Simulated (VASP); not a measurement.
# Ta3N (P-3m1) in VASP: settings compared, part 3 of 3

VASP 6.6.1.

**5. Single point, PBE+U, non-collinear spin, zero start, spin-orbit coupling**

The input, INCAR:

```
SYSTEM = Ta3N
PREC = Accurate
ENCUT = 520
EDIFF = 1E-7
ISMEAR = -1
SIGMA = 0.05
LREAL = .False.
LASPH = .True.
NELM = 150
ALGO = Normal
ISIF = 2
LWAVE = .False.
LCHARG = .False.
MAGMOM = 0 0 0 0 0 0 0 0 0 0 0 0
LORBIT = 11
LSORBIT = .True.
GGA_COMPAT = .False.
LORBMOM = .True.
LMAXMIX = 4
LDAU = .True.
LDAUTYPE = 2
LDAUL = 2 -1
LDAUU = 6 0
LDAUJ = 0 0
LDAUPRINT = 1
GGA = PE
NBANDS = 52
```

The input, KPOINTS:

```
regular mesh
0
Gamma
  8 8 3
  0 0 0
```

The input, POSCAR:

```
Ta3N
1.0
    3.0322239879      0.0000000000      0.0000000000
   -1.5161119940      2.6259830035      0.0000000000
    0.0000000000      0.0000000000      7.5241370000
Ta N
3 1
Direct
    0.6666666667      0.3333333333      0.8260700000
    0.3333333333      0.6666666667      0.1739300000
    0.0000000000      0.0000000000      0.5000000000
    0.0000000000      0.0000000000      0.0000000000
```

Potentials or basis: VASP PAW PBE potentials, release 64 (Ta_pv, N).

On the command line:

```console
> cat potpaw_PBE.64/Ta_pv/POTCAR potpaw_PBE.64/N/POTCAR > POTCAR
> mpirun -np 1 vasp_ncl > vasp.out
```

OUTCAR:

```text
SYSTEM = Ta3N
   PREC = Accurate
   ENCUT = 520
   EDIFF = 1E-7
   ISMEAR = -1
   LREAL = .False.
   LASPH = .True.
   NELM = 150
   ISIF = 2
   LORBIT = 11
   LSORBIT = .True.
   GGA = PE

 ion  position               nearest neighbor table
   1  0.667  0.333  0.826-   4 2.19   4 2.19   4 2.19   3 3.01   3 3.01   3 3.01   2 3.15   2 3.15
                             2 3.15
   2  0.333  0.667  0.174-   4 2.19   4 2.19   4 2.19   3 3.01   3 3.01   3 3.01   1 3.15   1 3.15
                             1 3.15
   3  0.000  0.000  0.500-   1 3.01   2 3.01   1 3.01   2 3.01   1 3.01   2 3.01
   4  0.000  0.000  0.000-   1 2.19   2 2.19   1 2.19   2 2.19   1 2.19   2 2.19

  LATTYP: Found a hexagonal cell.
 ALAT       =     3.0322239879
 C/A-ratio  =     2.4813922158

  Lattice vectors:

 A1 = (   3.0322239879,   0.0000000000,   0.0000000000)
[... 1777 lines left out ...]
     0.0000000     0.0000000     0.0000000     0.0000000     0.0000000     0.0000000     0.0000000
     0.0000000     0.0000000     0.0000000     0.0000000     0.0000000     0.0000000     0.0000000

 total charge

# of ion       s       p       d       tot
------------------------------------------
    1        0.344   6.252   2.138   8.735
    2        0.344   6.252   2.138   8.735
    3        0.389   6.243   1.980   8.613
    4        1.241   2.567   0.000   3.808
--------------------------------------------------
tot          2.319  21.315   6.257  29.891

 magnetization (x)

# of ion       s       p       d       tot
------------------------------------------
    1       -0.000   0.000   0.000   0.000
    2       -0.000   0.000  -0.000  -0.000
    3        0.000   0.000   0.000   0.000
    4       -0.000  -0.000   0.000  -0.000
--------------------------------------------------
tot         -0.000   0.000   0.000   0.000

 magnetization (y)

# of ion       s       p       d       tot
------------------------------------------
    1        0.000   0.000  -0.000  -0.000
    2        0.000  -0.000  -0.000  -0.000
    3        0.000   0.000   0.000   0.000
    4       -0.000   0.000   0.000  -0.000
--------------------------------------------------
tot         -0.000  -0.000  -0.000  -0.000

 magnetization (z)

# of ion       s       p       d       tot
------------------------------------------
    1        0.000   0.000   0.000   0.000
    2        0.000   0.000   0.000   0.000
    3       -0.000   0.000   0.000   0.000
    4        0.000   0.000   0.000   0.000
--------------------------------------------------
tot         -0.000   0.000   0.000   0.000
```

OSZICAR:

```text
N       E                     dE             d eps       ncg     rms          rms(c)
DAV:   1     0.403242674855E+03    0.40324E+03   -0.20588E+04  2600   0.153E+03
DAV:   2    -0.118291783269E+02   -0.41507E+03   -0.40004E+03  2812   0.468E+02
DAV:   3    -0.367264598679E+02   -0.24897E+02   -0.24064E+02  3304   0.108E+02
DAV:   4    -0.373128654837E+02   -0.58641E+00   -0.57992E+00  3216   0.152E+01
DAV:   5    -0.373244546480E+02   -0.11589E-01   -0.11563E-01  3328   0.190E+00    0.282E+01
DAV:   6    -0.328436942433E+02    0.44808E+01   -0.17987E+01  3352   0.272E+01    0.126E+01
DAV:   7    -0.324272190459E+02    0.41648E+00   -0.22947E+00  3196   0.100E+01    0.521E+00
DAV:   8    -0.323777374677E+02    0.49482E-01   -0.12073E+00  3280   0.569E+00    0.166E+00
DAV:   9    -0.323209823946E+02    0.56755E-01   -0.30245E-01  3200   0.448E+00    0.712E-01
DAV:  10    -0.323234668865E+02   -0.24845E-02   -0.28761E-02  3232   0.994E-01    0.370E-01
DAV:  11    -0.323239623299E+02   -0.49544E-03   -0.31496E-03  3340   0.383E-01    0.164E-01
DAV:  12    -0.323243717563E+02   -0.40943E-03   -0.22711E-03  3312   0.269E-01    0.722E-02
DAV:  13    -0.323244541596E+02   -0.82403E-04   -0.41851E-04  3300   0.125E-01    0.302E-02
DAV:  14    -0.323244772939E+02   -0.23134E-04   -0.52824E-05  3280   0.388E-02    0.141E-02
DAV:  15    -0.323244874549E+02   -0.10161E-04   -0.19057E-05  3380   0.219E-02    0.751E-03
DAV:  16    -0.323244904903E+02   -0.30354E-05   -0.58293E-06  3488   0.129E-02    0.455E-03
DAV:  17    -0.323244911501E+02   -0.65979E-06   -0.22702E-06  3308   0.850E-03    0.240E-03
DAV:  18    -0.323244911479E+02    0.22355E-08   -0.47905E-07  2848   0.394E-03
   1 F= -.32324491E+02 E0= -.32314672E+02  d E =-.196385E-01  mag=    -0.0000    -0.0000     0.0000
```

Wall time 5.2 min (1 thread of Intel Xeon Platinum 8488C (Sapphire Rapids), shared host); peak memory 0.36 GiB.

What came out:

- Free energy: -32.3245 eV
- Pressure: 18.9 GPa
- Largest force: 0.577 eV/Å
- Net moment: 0.00 μB per cell
- Valence electrons inside the program's atomic spheres: Ta 8.73, 8.61; N 3.81

Forces on the atoms (eV/Å):
```
Ta   0.000  0.000 -0.577
Ta   0.000  0.000  0.577
Ta   0.000  0.000  0.000
N    0.000  0.000  0.000
```

Moments on the atoms (μB; x, y, z):
```
Ta  0.00 0.00 0.00
Ta  0.00 0.00 0.00
Ta  0.00 0.00 0.00
N   0.00 0.00 0.00
```

**6. Density of states, PBE+U**

POSCAR is that of step 5.

The input, INCAR.step1:

```
PREC     = Accurate       # precision mode
ENCUT    = 520            # plane-wave cutoff, eV
EDIFF    = 1E-6           # SCF threshold, eV
ISMEAR   = -1             # smearing method
SIGMA    = 0.05           # smearing width, eV
LREAL    = F              # projectors in reciprocal space
LASPH    = T              # aspherical terms in the spheres
NELM     = 150            # most SCF steps
ALGO     = Normal         # electronic algorithm
ISIF     = 2              # what is computed and relaxed
LWAVE    = F              # write WAVECAR
LCHARG   = T              # write CHGCAR
LMAXMIX  = 4              # l up to which the mixer works
LDAU     = T              # DFT+U
LDAUTYPE = 2            
LDAUL    = 2 -1           # shell
LDAUU    = 2 0            # U, eV
LDAUJ    = 0 0          
LDAUPRINT= 1            
GGA      = PE             # functional
NBANDS   = 27             # bands
```

The input, KPOINTS.step1:

```
Automatic mesh
0
Gamma
  10 10 4
```

The input, INCAR.step2:

```
PREC     = Accurate       # precision mode
ENCUT    = 520            # plane-wave cutoff, eV
EDIFF    = 1E-6           # SCF threshold, eV
ISMEAR   = -5             # smearing method
SIGMA    = 0.05           # smearing width, eV
LREAL    = F              # projectors in reciprocal space
LASPH    = T              # aspherical terms in the spheres
NELM     = 150            # most SCF steps
ALGO     = Normal         # electronic algorithm
ISIF     = 2              # what is computed and relaxed
LWAVE    = F              # write WAVECAR
LCHARG   = F              # write CHGCAR
LMAXMIX  = 4              # l up to which the mixer works
LDAU     = T              # DFT+U
LDAUTYPE = 2            
LDAUL    = 2 -1           # shell
LDAUU    = 2 0            # U, eV
LDAUJ    = 0 0          
LDAUPRINT= 1            
GGA      = PE             # functional
LORBIT   = 10             # projections on sites
NEDOS    = 1001           # points of the DOS
ICHARG   = 11             # starting density
```

The input, KPOINTS.step2:

```
Automatic mesh
0
Gamma
  15 15 6
```

Potentials or basis: VASP PAW PBE potentials, release 64 (Ta_pv, N).

On the command line:

```console
> cat potpaw_PBE.64/Ta_pv/POTCAR potpaw_PBE.64/N/POTCAR > POTCAR
> cp INCAR.step1 INCAR
> cp KPOINTS.step1 KPOINTS
> mpirun -np 1 vasp_std > vasp.out
> cp INCAR.step2 INCAR
> cp KPOINTS.step2 KPOINTS
> mpirun -np 1 vasp_std > vasp.out
```

It took 3 min on 1 thread of Intel Xeon 8259CL, shared host; peak memory 0.3 GiB.

The run converged. Its results:

```yaml
Valence_electrons_inside_the_program's_atomic_spheres: Ta 8.84, 8.70; N 3.78
```

Levels at points of the mesh, in eV from the Fermi level:
```tsv
k point	band 16	band 17	band 18	band 19	band 20	band 21	band 22	band 23
(0.00, 0.00, 0.00)	-1.61	-0.40	-0.40	-0.29	0.36	0.36	0.91	1.91
(0.00, 0.00, 0.50)	-1.33	-1.16	-0.19	-0.19	0.61	0.61	1.20	1.38
```

Eigenvalues of the final occupation matrices:
| site | spin | trace | eigenvalues |
| --- | --- | --- | --- |
| site 1 d | 1 | 1.17 | 0.21 0.21 0.24 0.24 0.25 |
| site 1 d | 2 | 1.17 | 0.21 0.21 0.24 0.24 0.25 |
| site 2 d | 1 | 1.17 | 0.21 0.21 0.24 0.24 0.25 |
| site 2 d | 2 | 1.17 | 0.21 0.21 0.24 0.24 0.25 |
| site 3 d | 1 | 1.08 | 0.15 0.15 0.25 0.25 0.28 |
| site 3 d | 2 | 1.08 | 0.15 0.15 0.25 0.25 0.28 |

Caveat: spin-orbit coupling is left out, which moves the levels of the heavy elements; U without spin polarisation on a metal has little footing; tetrahedron occupations give inexact forces and stress in metals.
